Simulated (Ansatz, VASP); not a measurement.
**One calculation of FeO, two programs**

```
Fe O
1.0
     3.50238    0.00000    0.00000
     0.00000    3.50238    0.00000
     0.00000    0.00000    4.36047
Fe O
2 2
Direct
  0.00000 0.50000 0.00000
  0.50000 0.00000 0.50000
  0.00000 0.00000 0.25000
  0.00000 0.00000 0.75000
```

Alike in both runs: task single point; functional LDA; k mesh 5 × 5 × 5; occupations gaussian, width 0.05 eV; collinear spin; Hubbard terms Fe d U = 3.0 eV.

|  | VASP | Ansatz |
| --- | --- | --- |
| version | VASP 6.6.1 | Ansatz 0.2.0 |
| potentials or method | VASP PAW LDA potentials, release 64 (Fe_sv, O), cutoff 600 eV | scalar-relativistic, plane waves, PAW |
| valence electrons in the cell | 44 | 44 |

Ansatz gave:

```
gap on the k mesh at the Fermi level (eV)                     : none
pressure (GPa)                                                : -7.8
traceless stress, the component that is largest in VASP (GPa) : 31.96
net moment per atom (μB)                                      : 1.90
size of the moment on the site where the two differ most (μB) : 3.29
```

Problem. Which values does VASP return?

Solution. gap on the k mesh at the Fermi level (eV): none; pressure (GPa): -15.1; traceless stress, the component that is largest in VASP (GPa): 29.59; net moment per atom (μB): 1.89; size of the moment on the site where the two differ most (μB): 3.50.

LDA's correlation is that of Perdew and Zunger in VASP and of Perdew and Wang (1992) in Ansatz. Site moments also hang on the region over which each program counts them. The programs project onto different local orbitals, so the same U acts differently, and such runs can settle in different states. A gap of «none» marks a metal or a gap that the smearing closes. Ansatz's warnings: filled band counts differ across k points, stress scf threshold loose.
